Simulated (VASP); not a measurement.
A run of VASP 6.6.1:

INCAR

```
SYSTEM = YHg2
ALGO = Normal ; EDIFF = 1E-6
ENCUT = 500 ; GGA = PS
GGA_COMPAT = .False. ; ISIF = 2
ISMEAR = 0 ; LASPH = .True.
LCHARG = .False. ; LREAL = .False.
LWAVE = .False. ; NBANDS = 32
NELM = 120 ; PREC = Accurate
SIGMA = 0.1
```

KPOINTS

```
k-points
0
Gamma
  6 6 6
  0 0 0
```

The input POSCAR:

```
YHg2
1.0
    4.7710000000      0.0000000000      0.0000000000
   -2.3855000000      4.1318072015      0.0000000000
    0.0000000000      0.0000000000      3.5360000000
Y Hg
1 2
Direct
    0.0000000000      0.0000000000      0.0000000000
    0.3333333333      0.6666666667      0.5000000000
    0.6666666667      0.3333333333      0.5000000000
```

Potentials or basis: VASP PAW PBE potentials, release 64 (Y_sv, Hg_sv_GW).

Command:

```bash
$ cat potpaw_PBE.64/Y_sv/POTCAR potpaw_PBE.64/Hg_sv_GW/POTCAR > POTCAR
$ mpirun -np 1 vasp_std > vasp.out
```

Hardware: 1 thread of Intel(R) Xeon(R) Platinum 8375C CPU @ 2.90GHz (Ice Lake), on a shared host.

Q: Estimate the wall time of this run.

A: It took 65 s on 1 thread of Intel(R) Xeon(R) Platinum 8375C CPU @ 2.90GHz (Ice Lake) (shared host), peak memory 0.24 GiB. Counts: scf iterations 13, k points 28.
